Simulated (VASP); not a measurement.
# In3Sb (Pm-3m) in VASP: notebook

The runs below take In3Sb through single point, with r2SCAN.

Program: VASP 6.6.1. These are calculated values, not measurements. Logs are shortened: lines on timing, memory, paths and dates and some standing lists are left out, and cuts for length are marked.

### Step 1. The cell of the first run

It takes space group Pm-3m (No. 221, cubic). The conventional cell has a = 4.834 Å, b = 4.834 Å, c = 4.834 Å, α = 90.00°, β = 90.00°, γ = 90.00°. In (site symmetry 4/mmm) has 8 In at 3.42 Å and 4 Sb at 3.42 Å within 4.5 Å. Within 4.5 Å of Sb (site symmetry m-3m) lie 12 In at 3.42 Å.

### Step 2. Single point, r2SCAN (28.24 Å³/atom)

Contents of POSCAR:

```
In3Sb
1.0
    4.8337563109      0.0000000000      0.0000000000
    0.0000000000      4.8337563109      0.0000000000
    0.0000000000      0.0000000000      4.8337563109
In Sb
3 1
Direct
    0.5000000000      0.5000000000      0.0000000000
    0.5000000000      0.0000000000      0.5000000000
    0.0000000000      0.5000000000      0.5000000000
    0.0000000000      0.0000000000      0.0000000000
```

Contents of INCAR.step1:

```
  ALGO = Normal
  EDIFF = 1E-4
  ENCUT = 520
  GGA = PE
  ISMEAR = 0
  LASPH = T
  LCHARG = F
  LREAL = F
  LWAVE = T
  NBANDS = 30
  NELM = 80
  PREC = Accurate
  SIGMA = 0.1
```

Contents of INCAR.step2:

```
  ALGO = Normal
  EDIFF = 1E-6
  ENCUT = 520
  ISIF = 2
  ISMEAR = 0
  ISTART = 1
  LASPH = T
  LCHARG = F
  LMIXTAU = T
  LREAL = F
  LWAVE = F
  METAGGA = R2SCAN
  NBANDS = 30
  NELM = 80
  PREC = Accurate
  SIGMA = 0.1
```

Contents of KPOINTS:

```
k-points
0
Gamma
  10 10 10
```

Potentials or basis: VASP PAW PBE potentials, release 64 (In_d, Sb).

The run is started by

```console
$ cat potpaw_PBE.64/In_d/POTCAR potpaw_PBE.64/Sb/POTCAR > POTCAR
$ cp INCAR.step1 INCAR
$ mpirun -np 1 vasp_std > vasp.out
$ cp INCAR.step2 INCAR
$ mpirun -np 1 vasp_std > vasp.out
```

OUTCAR:

```text
EDIFF = 1E-6
   ENCUT = 520
   ISIF = 2
   ISMEAR = 0
   ISTART = 1
   LASPH = T
   LREAL = F
   METAGGA = R2SCAN
   NELM = 80
   PREC = Accurate

 ion  position               nearest neighbor table
   1  0.500  0.500  0.000-   2 3.42   3 3.42   4 3.42   2 3.42   3 3.42   2 3.42   4 3.42   2 3.42
                             3 3.42   4 3.42   3 3.42   4 3.42
   2  0.500  0.000  0.500-   1 3.42   3 3.42   4 3.42   1 3.42   4 3.42   1 3.42   3 3.42   1 3.42
                             3 3.42   4 3.42   4 3.42   3 3.42
   3  0.000  0.500  0.500-   1 3.42   2 3.42   4 3.42   1 3.42   4 3.42   2 3.42   4 3.42   4 3.42
                             1 3.42   2 3.42   1 3.42   2 3.42
   4  0.000  0.000  0.000-   1 3.42   2 3.42   3 3.42   2 3.42   3 3.42   1 3.42   3 3.42   3 3.42
                             1 3.42   2 3.42   2 3.42   1 3.42

  LATTYP: Found a simple cubic cell.
 ALAT       =     4.8337563109

  Lattice vectors:

 A1 = (   4.8337563109,   0.0000000000,   0.0000000000)
 A2 = (   0.0000000000,   4.8337563109,   0.0000000000)
 A3 = (   0.0000000000,   0.0000000000,   4.8337563109)

Analysis of symmetry for initial positions (statically):
=====================================================================
 Subroutine PRICEL returns:
 Original cell was already a primitive cell.

 Routine SETGRP: Setting up the symmetry group for a
 simple cubic supercell.

 Subroutine GETGRP returns: Found 48 space group operations
 (whereof 48 operations were pure point group operations)
 out of a pool of 48 trial point group operations.

The static configuration has the point symmetry O_h .

Analysis of symmetry for dynamics (positions and initial velocities):
=====================================================================
 Subroutine PRICEL returns:
 Original cell was already a primitive cell.

 Routine SETGRP: Setting up the symmetry group for a
 simple cubic supercell.

 Subroutine GETGRP returns: Found 48 space group operations
 (whereof 48 operations were pure point group operations)
 out of a pool of 48 trial point group operations.

The dynamic configuration has the point symmetry O_h .

 Subroutine INISYM returns: Found 48 space group operations
 (whereof 48 operations are pure point group operations),
 and found     1 'primitive' translations

----------------------------------------------------------------------------------------

                                     Primitive cell

  volume of cell :     112.9417

  direct lattice vectors                    reciprocal lattice vectors
     4.833756311  0.000000000  0.000000000     0.206878447  0.000000000  0.000000000
     0.000000000  4.833756311  0.000000000     0.000000000  0.206878447  0.000000000
     0.000000000  0.000000000  4.833756311     0.000000000  0.000000000  0.206878447

  length of vectors
     4.833756311  4.833756311  4.833756311     0.206878447  0.206878447  0.206878447

  position of ions in fractional coordinates (direct lattice)
     0.500000000  0.500000000  0.000000000
     0.500000000  0.000000000  0.500000000
     0.000000000  0.500000000  0.500000000
     0.000000000  0.000000000  0.000000000

  ion indices of the primitive-cell ions
   primitive index   ion index
                 1           1
                 2           2
                 3           3
                 4           4

----------------------------------------------------------------------------------------

 KPOINTS: k-points

Automatic generation of k-mesh.
 Grid dimensions read from file:
 generate k-points for:   10   10   10

 Generating k-lattice:

  Cartesian coordinates                     Fractional coordinates (reciprocal lattice)
     0.020687845  0.000000000  0.000000000     0.100000000  0.000000000  0.000000000
     0.000000000  0.020687845  0.000000000     0.000000000  0.100000000  0.000000000
     0.000000000  0.000000000  0.020687845     0.000000000  0.000000000  0.100000000

  Length of vectors
     0.020687845  0.020687845  0.020687845

  Shift w.r.t. Gamma in fractional coordinates (k-lattice)
     0.000000000  0.000000000  0.000000000

 Subroutine IBZKPT returns following result:
 ===========================================

 Found     56 irreducible k-points:

 Following reciprocal coordinates:
            Coordinates               Weight
  0.000000  0.000000  0.000000      1.000000
  0.100000  0.000000  0.000000      6.000000
  0.200000  0.000000  0.000000      6.000000
  0.300000  0.000000  0.000000      6.000000
  0.400000  0.000000  0.000000      6.000000
  0.500000  0.000000  0.000000      3.000000
[... 16 lines left out ...]
  0.200000  0.100000  0.100000     24.000000
  0.300000  0.100000  0.100000     24.000000
 [... further k-points ...]
   k-points           NKPTS =     56   k-points in BZ     NKDIM =     56   number of bands    NBANDS=     30
   number of dos      NEDOS =    301   number of ions     NIONS =      4
   total plane-waves  NPLWV =  46656
   dimension x,y,z NGX =    36 NGY =   36 NGZ =   36
   dimension x,y,z NGXF=    72 NGYF=   72 NGZF=   72
   ions per type =               3   1
   NGX,Y,Z   is equivalent  to a cutoff of  12.38, 12.38, 12.38 a.u.
   NGXF,Y,Z  is equivalent  to a cutoff of  24.76, 24.76, 24.76 a.u.
 SYSTEM =  unknown system
   PREC   = accura    normal or accurate (medium, high low for compatibility)
   ISTART =      1    job   : 0-new  1-cont  2-samecut
   ICHARG =      0    charge: 1-file 2-atom 10-const
   ISPIN  =      1    spin polarized calculation?
   LNONCOLLINEAR =      F non collinear calculations
   LSORBIT =      F    spin-orbit coupling
   LASPH  =      T    aspherical Exc in radial PAW
   ENCUT  =  520.0 eV  38.22 Ry    6.18 a.u.   8.99  8.99  8.99*2*pi/ulx,y,z
   NELM   =     80;   NELMIN=  2; NELMDL=  0     # of ELM steps
   EDIFF  = 0.1E-05   stopping-criterion for ELM
   LREAL  =      F    real-space projection
   EDIFFG = 0.1E-04   stopping-criterion for IOM
   NSW    =      0    number of steps for IOM
   IBRION =     -1    ionic relax: 0-MD 1-quasi-New 2-CG
   NFREE  =      0    steps in history (QN), initial steepest desc. (CG)
   ISIF   =      2    stress and relaxation
   ISYM   =      2    0-nonsym 1-usesym 2-fastsym
   POTIM  = 0.5000    time-step for ionic-motion
   TEBEG  =    0.0;   TEEND  =   0.0 temperature during run
   PSTRESS=    0.0 pullay stress
   NELECT =      44.0000    total number of electrons
   NUPDOWN=      -1.0000    fix difference up-down
   EMIN   =  10.00;   EMAX   =-10.00  energy-range for DOS
   EFERMI =   0.00;   METHOD = LEGACY
   ISMEAR =     0;   SIGMA  =   0.10  broadening in eV -4-tet -1-fermi 0-gaus
   EFERMI_NEDOS =   21; number of points for ismear=-14 and -15
   IALGO  =     38    algorithm
   IMIX   =      4    mixing-type and parameters
     AMIX     =   0.40;   BMIX     =  1.00
     AMIX_MAG =   1.60;   BMIX_MAG =  1.00
  volume/ion in A,a.u.               =      28.24       190.54
  Fermi-wavevector in a.u.,A,eV,Ry     =   1.195660  2.259469 19.450922  1.429602
  Thomas-Fermi vector in A             =   2.331620
   LORBIT       =      0    0 simple, 1 ext, 2 COOP (PROOUT), +10 PAW based schemes
   METAGGA = R2SCAN    functional components
   LHFCALC =     F    Hartree Fock is set to
   AEXX    =    0.0000 exact exchange contribution
   IVDW    =     0    specifies the selected vdW correction
   LEPSILON=     F    determine dielectric tensor
   LRPA    =     F    only Hartree local field effects (RPA)
 non-spin polarized calculation
 Gauss-broadening in eV      SIGMA  =   0.10
  energy-cutoff  :      520.00
  volume of cell :      112.94
 maximum number of plane-waves:      3112
 NGX is ok and might be reduce to    36
   NGX = 17   NGY = 17   NGZ = 17

 number of electron      43.9999997 magnetization

 Free energy of the ion-electron system (eV)
  ---------------------------------------------------
  ext. energy  EPLUGINS =         0.00000000
  ---------------------------------------------------
  free energy    TOTEN  =       -93.19744388 eV

  energy without entropy =      -93.18548822  energy(sigma->0) =      -93.19146605

 E-fermi :   6.8054     XC(G=0): -10.5997

 val. band max:        6.7909190693   @ k =   0.2000   0.2000   0.0000
 cond. band min:       6.8578838882   @ k =   0.5000   0.3000   0.1000
 fundamental gap:      0.0669648189
 Fermi energy:         6.8054258156

 k-point     1 :       0.0000    0.0000    0.0000
  band No.  band energies     occupation
      1      -8.3935      2.00000
      2      -8.3929      2.00000
      3      -8.3929      2.00000
      4      -8.3929      2.00000
      5      -8.2576      2.00000
      6      -8.2576      2.00000
[... 22 lines left out ...]
     29      13.4032      0.00000
     30      13.7362      0.00000

 k-point     2 :       0.1000    0.0000    0.0000
  band No.  band energies     occupation
      1      -8.3913      2.00000
      2      -8.3859      2.00000
      3      -8.3841      2.00000
      4      -8.3841      2.00000
      5      -8.2566      2.00000
      6      -8.2518      2.00000
[... 22 lines left out ...]
     29      13.6578      0.00000
     30      13.7821      0.00000

 k-point     3 :       0.2000    0.0000    0.0000
  band No.  band energies     occupation
      1      -8.3869      2.00000
      2      -8.3643      2.00000
      3      -8.3581      2.00000
      4      -8.3581      2.00000
      5      -8.2538      2.00000
      6      -8.2352      2.00000
[... 22 lines left out ...]
     29      13.9181      0.00000
     30      13.9582      0.00000

 k-point     4 :       0.3000    0.0000    0.0000
  band No.  band energies     occupation
      1      -8.3811      2.00000
      2      -8.3330      2.00000
      3      -8.3174      2.00000
      4      -8.3174      2.00000
      5      -8.2495      2.00000
      6      -8.2108      2.00000
[... 22 lines left out ...]
     29      14.0918      0.00000
     30      14.1349      0.00000

 k-point     5 :       0.4000    0.0000    0.0000
  band No.  band energies     occupation
      1      -8.3763      2.00000
      2      -8.3014      2.00000
      3      -8.2668      2.00000
      4      -8.2668      2.00000
      5      -8.2432      2.00000
      6      -8.1848      2.00000
[... 22 lines left out ...]
     29      13.1877      0.00000
     30      13.2548      0.00000
[... 526 lines left out ...]
     29      13.0272      0.00000
     30      14.2076      0.00000

 k-point    22 :       0.1000    0.1000    0.1000
  band No.  band energies     occupation
      1      -8.3843      2.00000
      2      -8.3717      2.00000
      3      -8.3717      2.00000
      4      -8.3671      2.00000
      5      -8.2470      2.00000
      6      -8.2470      2.00000
[... 22 lines left out ...]
     29      13.6953      0.00000
     30      13.9555      0.00000

 k-point    23 :       0.2000    0.1000    0.1000
  band No.  band energies     occupation
      1      -8.3761      2.00000
      2      -8.3579      2.00000
      3      -8.3492      2.00000
      4      -8.3404      2.00000
      5      -8.2441      2.00000
      6      -8.2296      2.00000
[... 22 lines left out ...]
     29      13.1378      0.00000
     30      14.0378      0.00000

 k-point    24 :       0.3000    0.1000    0.1000
  band No.  band energies     occupation
      1      -8.3678      2.00000
      2      -8.3316      2.00000
      3      -8.3136      2.00000
      4      -8.3024      2.00000
      5      -8.2404      2.00000
      6      -8.2047      2.00000
[... 22 lines left out ...]
     29      12.1660      0.00000
     30      14.2121      0.00000

 [... further k-points ...]

------------------------ aborting loop because EDIFF is reached ----------------------------------------

  FORCE on cell =-STRESS in cart. coord.  units (eV):
  Direction    XX          YY          ZZ          XY          YZ          ZX
  --------------------------------------------------------------------------------------
  -------------------------------------------------------------------------------------
  Total       -0.8116358     -0.8116358     -0.8116358     -0.0000000     -0.0000000      0.0000000
  in kB      -11.5137697    -11.5137697    -11.5137697     -0.0000000     -0.0000000      0.0000000
  external PRESSURE =     -11.5137697 kB  Pullay stress =       0.0000000 kB

 VOLUME and BASIS-vectors are now :
 -----------------------------------------------------------------------------
  energy-cutoff  :      520.00
  volume of cell :      112.94
      direct lattice vectors                 reciprocal lattice vectors
     4.833756311  0.000000000  0.000000000     0.206878447  0.000000000  0.000000000
     0.000000000  4.833756311  0.000000000     0.000000000  0.206878447  0.000000000
     0.000000000  0.000000000  4.833756311     0.000000000  0.000000000  0.206878447

 POSITION                                       TOTAL-FORCE (eV/Angst)
 -----------------------------------------------------------------------------------
      2.41688      2.41688      0.00000         0.000000      0.000000      0.000000
      2.41688      0.00000      2.41688         0.000000      0.000000      0.000000
      0.00000      2.41688      2.41688         0.000000      0.000000      0.000000
      0.00000      0.00000      0.00000         0.000000      0.000000      0.000000
 -----------------------------------------------------------------------------------
    total drift:                                0.000000      0.000000      0.000000

  FREE ENERGIE OF THE ION-ELECTRON SYSTEM (eV)
  ---------------------------------------------------
  free  energy   TOTEN  =       -93.1974438753 eV

  energy  without entropy=      -93.1854882228  energy(sigma->0) =      -93.19146605
```

Run time: 4.7 min. Hardware: 1 thread of Intel Xeon Platinum 8488C (Sapphire Rapids), shared host; peak memory 0.33 GiB.

Results:

```
Free energy            : -93.1974 eV
Pressure               : -1.2 GPa
Band gap on the k mesh : zero (bands 22 and 23 overlap by 3.74 eV)
```

Levels at points of the mesh, in eV from the Fermi level:
```
           k point  band 19  band 20  band 21  band 22  band 23  band 24  band 25  band 26
(0.00, 0.00, 0.00)    -2.97    -2.97    -2.25    -2.25     2.44     2.44     2.44     4.15
(0.50, 0.00, 0.00)    -1.68    -1.63    -1.63    -0.15    -0.15     0.25     1.36     4.76
(0.50, 0.50, 0.00)    -5.84    -0.64     0.14     0.43     0.43     1.55     1.70     1.70
(0.50, 0.50, 0.50)    -4.46    -4.07    -4.07    -4.07    -3.21     5.66     5.66     5.66
```

Caveat: the PAW data sets were made with another functional, which shifts forces and pressure a little; spin-orbit coupling is left out, which moves the levels of the heavy elements.

### Step 3. Single point, r2SCAN (29.06 Å³/atom)

This run uses another cell than the first one, of 29.06 Å³/atom.

Contents of POSCAR:

```
In3Sb
1.0
    4.8802375884      0.0000000000      0.0000000000
    0.0000000000      4.8802375884      0.0000000000
    0.0000000000      0.0000000000      4.8802375884
In Sb
3 1
Direct
    0.5000000000      0.5000000000      0.0000000000
    0.5000000000      0.0000000000      0.5000000000
    0.0000000000      0.5000000000      0.5000000000
    0.0000000000      0.0000000000      0.0000000000
```

Contents of INCAR.step1:

```
SYSTEM = In3Sb
PREC = Accurate
ENCUT = 520
ISMEAR = 0
SIGMA = 0.1
LREAL = .FALSE.
LASPH = .TRUE.
NELM = 100
NBANDS = 30
GGA = PE
ALGO = Normal
EDIFF = 1E-4
LWAVE = .TRUE.
LCHARG = .FALSE.
```

Contents of INCAR.step2:

```
SYSTEM = In3Sb
PREC = Accurate
ENCUT = 520
EDIFF = 1E-6
ISMEAR = 0
SIGMA = 0.1
LREAL = .FALSE.
LASPH = .TRUE.
NELM = 100
ALGO = Normal
ISIF = 2
LWAVE = .FALSE.
LCHARG = .FALSE.
METAGGA = R2SCAN
LMIXTAU = .TRUE.
NBANDS = 30
ISTART = 1
```

Contents of KPOINTS:

```
regular mesh
0
G
  10 10 10
  0 0 0
```

Potentials or basis: VASP PAW PBE potentials, release 64 (In_d, Sb).

The run is started by

```console
$ cat potpaw_PBE.64/In_d/POTCAR potpaw_PBE.64/Sb/POTCAR > POTCAR
$ cp INCAR.step1 INCAR
$ mpirun -np 1 vasp_std > vasp.out
$ cp INCAR.step2 INCAR
$ mpirun -np 1 vasp_std > vasp.out
```

Wall time 5 min (1 thread of Intel Xeon Platinum 8488C (Sapphire Rapids), shared host); peak memory 0.33 GiB.

It converged, with:

```yaml
Free_energy: -93.1658 eV
Pressure: -2.1 GPa
Band_gap_on_the_k_mesh: zero (bands 22 and 23 overlap by 3.59 eV)
```

Levels at points of the mesh, in eV from the Fermi level:
| k point | band 18 | band 19 | band 20 | band 21 | band 22 | band 23 | band 24 | band 25 | band 26 | band 27 |
| --- | --- | --- | --- | --- | --- | --- | --- | --- | --- | --- |
| (0.00, 0.00, 0.00) | -2.84 | -2.84 | -2.84 | -2.29 | -2.29 | 2.41 | 2.41 | 2.41 | 4.10 | 4.10 |
| (0.50, 0.00, 0.00) | -3.86 | -1.76 | -1.55 | -1.55 | -0.09 | -0.09 | 0.27 | 1.41 | 4.59 | 4.74 |
| (0.50, 0.50, 0.00) | -5.95 | -5.72 | -0.60 | 0.16 | 0.38 | 0.38 | 1.50 | 1.72 | 1.72 | 1.95 |
| (0.50, 0.50, 0.50) | -4.42 | -4.42 | -3.90 | -3.90 | -3.90 | -3.08 | 5.51 | 5.51 | 5.51 | 8.13 |

Caveat: the PAW data sets were made with another functional, which shifts forces and pressure a little; spin-orbit coupling is left out, which moves the levels of the heavy elements.

The gap in the log of VASP goes by the Fermi energy; the results here count the filled bands.